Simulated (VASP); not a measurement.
Wanted: the native input for a VASP 6.6.1 run.

* Task: density of states
* Functional: PBE
* Potentials or basis: VASP PAW PBE potentials, release 64 (Si, O)
* Cutoff: 520 eV
* k mesh: 12 × 12 × 6
* Occupations: gaussian, width 0.1 eV
* Spin: no spin polarisation
* Dipole correction: no
* k mesh for the DOS: 18 × 18 × 9
* Occupations for the DOS: tetrahedron
* Further INCAR settings: ALGO = Normal; EDIFF = 1e-06; NBANDS = 22

Crystal: Si5O.

```
Si O
1.0
     4.87533    0.00000    0.00000
    -2.43767    4.22216    0.00000
     0.00000    0.00000    5.82429
Si O
5 1
Direct
  0.00000 0.00000 0.78321
  0.00000 0.00000 0.21679
  0.50000 0.00000 0.00000
  0.00000 0.50000 0.00000
  0.50000 0.50000 0.00000
  0.00000 0.00000 0.50000
```

One way to write it, as run:

POSCAR

```
Si5O
1.0
    4.8753311722      0.0000000000      0.0000000000
   -2.4376655861      4.2221606470      0.0000000000
    0.0000000000      0.0000000000      5.8242946292
Si O
5 1
Direct
    0.0000000000      0.0000000000      0.7832069801
    0.0000000000      0.0000000000      0.2167930199
    0.5000000000      0.0000000000      0.0000000000
    0.0000000000      0.5000000000      0.0000000000
    0.5000000000      0.5000000000      0.0000000000
    0.0000000000      0.0000000000      0.5000000000
```

INCAR.step1

```
PREC = Accurate
ENCUT = 520
EDIFF = 1E-6
ISMEAR = 0
SIGMA = 0.1
LREAL = F
LASPH = T
NELM = 100
ALGO = Normal
ISIF = 2
LWAVE = F
LCHARG = T
GGA = PE
NBANDS = 22
```

KPOINTS.step1

```
Automatic mesh
0
Gamma
  12 12 6
```

INCAR.step2

```
PREC = Accurate
ENCUT = 520
EDIFF = 1E-6
ISMEAR = -5
SIGMA = 0.1
LREAL = F
LASPH = T
NELM = 100
ALGO = Normal
ISIF = 2
LWAVE = F
LCHARG = F
GGA = PE
LORBIT = 11
NBANDS = 22
NEDOS = 1001
ICHARG = 11
```

KPOINTS.step2

```
Automatic mesh
0
Gamma
  18 18 9
```

Potentials or basis: VASP PAW PBE potentials, release 64 (Si, O).

The run is started by

```bash
$ cat potpaw_PBE.64/Si/POTCAR potpaw_PBE.64/O/POTCAR > POTCAR
$ cp INCAR.step1 INCAR
$ cp KPOINTS.step1 KPOINTS
$ mpirun -np 1 vasp_std > vasp.out
$ cp INCAR.step2 INCAR
$ cp KPOINTS.step2 KPOINTS
$ mpirun -np 1 vasp_std > vasp.out
```

Results of the run:

```
Valence electrons inside the program's atomic spheres : Si 1.55, 1.59; O 5.17
```

Run time: 2.3 min on 1 thread of Intel(R) Xeon(R) 6975P-C (Granite Rapids), with other jobs on the host, peak memory 0.49 GiB.
